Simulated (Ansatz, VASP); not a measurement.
## GdO: VASP beside Ansatz

Contents of INCAR:

```
  PREC = Accurate
  ENCUT = 520
  EDIFF = 1E-6
  ISMEAR = -1
  SIGMA = 0.05
  LREAL = F
  LASPH = T
  NELM = 150
  ALGO = Normal
  ISIF = 2
  LWAVE = F
  LCHARG = F
  ISPIN = 2
  MAGMOM = 7 0
  LORBIT = 11
  LMAXMIX = 6
  GGA = PS
  NBANDS = 23
```

The input KPOINTS:

```
regular mesh
0
Gamma
  6 6 5
```

The input POSCAR:

```
GdO
1.0
    3.1132995800      0.0000000000      0.0000000000
   -1.5566497900      2.6961965200      0.0000000000
    0.0000000000      0.0000000000      3.0384261400
Gd O
1 1
Direct
    0.0000000000      0.0000000000      0.0000000000
    0.6666666667      0.3333333333      0.5000000000
```

The input input.yaml:

```yaml
crystal:
  lattice:
    - [3.11329958, 0.0, 0.0]
    - [-1.55664979, 2.69619652, 0.0]
    - [0.0, 0.0, 3.03842614]
  atoms:
    - { symbol: Gd, position: [0.0, 0.0, 0.0], spin: 7.0 }
    - { symbol: O, position: [0.6666666667, 0.3333333333, 0.5] }
hamiltonian:
  xc: pbesol
  pseudopotentials: { kind: paw }
magnetization:
  spin_polarized: true
kpoints:
  mp_grid: { grid: [6, 6, 5] }
scf:
  occupations: { method: fermi_dirac, width: 0.05 }
  n_extra_bands: 6
output:
  forces: true
  stress: true
  eigenvalues: true
  dos: { projected: true, de: 0.05, nscf_kmesh: { grid: [9, 9, 8] } }
```

Alike in both runs: functional PBEsol; k mesh 6 × 6 × 5; occupations fermi-dirac, width 0.05 eV; collinear spin.

```csv
,VASP,Ansatz
version,VASP 6.6.1,Ansatz 0.2.0
potentials or method,"VASP PAW PBE potentials, release 64 (Gd, O)",Ansatz PAW
plane-wave cutoff (eV),520,420
valence electrons in the cell,24,24
task,single point,projected density of states
```

```csv
,VASP,Ansatz,Ansatz less VASP
gap on the k mesh at the Fermi level (eV),none,none,-
pressure (GPa),23.5,22.8,-0.72
"traceless stress, the component that is largest in VASP (GPa)",-2.11,-2.28,-0.165
net moment per atom (μB),3.56,3.55,-0.014
size of the moment on the site where the two differ most (μB),6.81,6.77,-0.035
```

VASP's potentials were made for PBE, not for PBEsol. Site moments also hang on the region over which each program counts them. A gap of «none» marks a metal or a gap that the smearing closes. With one functional, cell and mesh, what is left measures potentials, basis and numerics.

The k mesh is coarse, so the values compare programs but aren't converged. Neither program's run includes spin-orbit coupling.
